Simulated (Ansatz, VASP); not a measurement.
# GaN: VASP beside Ansatz

Contents of POSCAR:

```
GaN
1.0
    3.1671870454      0.0000000000      0.0000000000
   -1.5835935227      2.7428644398      0.0000000000
    0.0000000000      0.0000000000      5.1952101198
Ga N
2 2
Direct
    0.3333333333      0.6666666667     -0.0002840375
    0.6666666667      0.3333333333      0.4997159625
    0.3333333333      0.6666666667      0.3752840375
    0.6666666667      0.3333333333      0.8752840375
```

Contents of INCAR.step1:

```
SYSTEM = GaN
  ALGO = Normal
  EDIFF = 1E-4
  ENCUT = 520
  GGA = PE
  ISMEAR = 0
  LASPH = .TRUE.
  LCHARG = .FALSE.
  LREAL = .FALSE.
  LWAVE = .TRUE.
  NBANDS = 26
  NELM = 100
  PREC = Accurate
  SIGMA = 0.01
```

File INCAR.step2:

```
SYSTEM = GaN
  ALGO = Normal
  EDIFF = 1E-7
  ENCUT = 520
  ISIF = 2
  ISMEAR = 0
  ISTART = 1
  LASPH = .TRUE.
  LCHARG = .FALSE.
  LMIXTAU = .TRUE.
  LREAL = .FALSE.
  LWAVE = .FALSE.
  METAGGA = R2SCAN
  NBANDS = 26
  NELM = 100
  PREC = Accurate
  SIGMA = 0.01
```

File KPOINTS:

```
k-points
0
G
  8 8 4
  0 0 0
```

Input for Ansatz:

```yaml
crystal:
  lattice:
    - [3.16718704539, 0.0, 0.0]
    - [-1.58359352269, 2.74286443985, 0.0]
    - [0.0, 0.0, 5.19521011978]
  atoms:
    - { symbol: Ga, position: [0.333333333333, 0.666666666667, -0.000284037545] }
    - { symbol: Ga, position: [0.666666666667, 0.333333333333, 0.499715962455] }
    - { symbol: "N", position: [0.333333333333, 0.666666666667, 0.375284037545] }
    - { symbol: "N", position: [0.666666666667, 0.333333333333, 0.875284037545] }
kpoints:
  mp_grid: { grid: [8, 8, 4] }
scf:
  occupations: { method: fixed }
  convergence: { dr2_threshold: 1.0e-10 }
hamiltonian:
  xc: r2scan
  pseudopotentials: { kind: paw }
output:
  forces: true
  stress: true
  eigenstates:
    kpoints:
      - [0.0, 0.0, 0.0]
      - [0.0, 0.0, -0.5]
      - [-0.5, 0.0, 0.0]
      - [-0.5, 0.5, 0.0]
      - [0.0, -0.5, 0.0]
      - [-0.5, 0.0, -0.5]
      - [-0.5, 0.5, -0.5]
      - [0.0, -0.5, -0.5]
  eigenvalues: true
```

Change from the starting cell: film at in-plane strain -0.005.

Alike in both runs: task single point; functional r2SCAN; k mesh 8 × 8 × 4; no spin polarisation.

|  | VASP | Ansatz |
| --- | --- | --- |
| version | VASP 6.6.1 | Ansatz 0.2.0 |
| potentials or method | VASP PAW PBE potentials, release 64 (Ga_d, N) | PAW with Ansatz's default frozen-core files, scalar-relativistic |
| plane-wave cutoff (eV) | 520 | 500 |
| occupations | gaussian, width 0.01 eV | fixed |
| valence electrons in the cell | 36 | 36 |

|  | VASP | Ansatz | Ansatz less VASP |
| --- | --- | --- | --- |
| gap on the k mesh at the Fermi level (eV) | 2.37 | 2.38 | +0.008 |
| pressure (GPa) | 2.7 | 1.6 | -1.13 |
| traceless stress, the component that is largest in VASP (GPa) | -1.59 | -1.51 | +0.081 |
| rms of the force components (eV/Å) | 0.006 | 0.000 | -0.0062 |

VASP's potentials were made for PBE, not for r2SCAN. Atom by atom the forces differ by 0.006 eV/Å (rms over components).
